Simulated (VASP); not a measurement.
A run of VASP 6.6.1 is set up as follows.

Contents of INCAR:

```
ALGO = Fast ; EDIFF = 1E-6
ENCUT = 520 ; GGA = PE
ISIF = 2 ; ISMEAR = -1
IVDW = 12 ; LASPH = True
LCHARG = False ; LREAL = False
LWAVE = False ; NBANDS = 10
NELM = 60 ; PREC = Accurate
SIGMA = 0.05
```

Contents of KPOINTS:

```
k-points
0
Gamma
  11 11 6
```

Contents of POSCAR:

```
Al
1.0
    2.8165160175      0.0000000000      0.0000000000
   -1.4082580087      2.4391744213      0.0000000000
    0.0000000000      0.0000000000      4.6562048236
Al
2
Direct
    0.3333333333      0.6666666667      0.2500000000
    0.6666666667      0.3333333333      0.7500000000
```

Potentials or basis: VASP PAW PBE potentials, release 64 (Al).

Launch:

```sh
$ cat potpaw_PBE.64/Al/POTCAR > POTCAR
$ mpirun -np 1 vasp_std > vasp.out
```

**Question.** What does it give for the band gap on the k mesh?

**Answer.** Zero (band 3 reaches 12.33 eV, above the bottom of band 4 at 5.25 eV).

**Question.** Predict the pressure.

**Answer.** -0.4 GPa.

**Question.** Predict the dispersion energy per atom.

**Answer.** -0.347 eV.

Caveat: three body term missing; pairwise dispersion overbinds metals, which lowers pressure and volume.
